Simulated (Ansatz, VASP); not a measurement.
**One calculation of Si2C3, two programs**

```
CELL_PARAMETERS angstrom
3.08134 0.00000 0.00000
-1.54067 2.66852 0.00000
0.00000 0.00000 9.10109
ATOMIC_POSITIONS crystal
Si 0.00000 0.00000 0.00000
Si 0.33333 0.66667 0.50000
C 0.66667 0.33333 0.08483
C 0.66667 0.33333 0.91517
C 0.00000 0.00000 0.50000
```

Change from the starting cell: species swapped into the Co3Ge2 type (P-6m2, No. 187).

Alike in both runs: task single point; functional PBE; k mesh 6 × 6 × 2; occupations gaussian, width 0.1 eV; collinear spin.

|  | VASP | Ansatz |
| --- | --- | --- |
| version | VASP 6.6.1 | Ansatz 0.2.0 |
| potentials or method | VASP PAW PBE potentials, release 64 (Si, C), cutoff 520 eV | scalar-relativistic, plane waves, PAW |
| valence electrons in the cell | 20 | 20 |

VASP gave:

| Quantity | Value |
| --- | --- |
| gap on the k mesh at the Fermi level (eV) | none |
| pressure (GPa) | 0.1 |
| traceless stress, the component that is largest in VASP (GPa) | 0.24 |
| rms of the force components (eV/Å) | 0.027 |
| net moment per atom (μB) | 0.06 |
| size of the moment on the site where the two differ most (μB) | 0.07 |

Problem. Estimate Ansatz's values.

Solution. gap on the k mesh at the Fermi level (eV): none; pressure (GPa): 0.1; traceless stress, the component that is largest in VASP (GPa): 0.12; rms of the force components (eV/Å): 0.004; net moment per atom (μB): 0.06; size of the moment on the site where the two differ most (μB): 0.06.

Site moments also hang on the region over which each program counts them. Atom by atom the forces differ by 0.023 eV/Å (rms over components). A gap of «none» marks a metal or a gap that the smearing closes.

The k mesh is coarse, so the values compare programs but aren't converged.
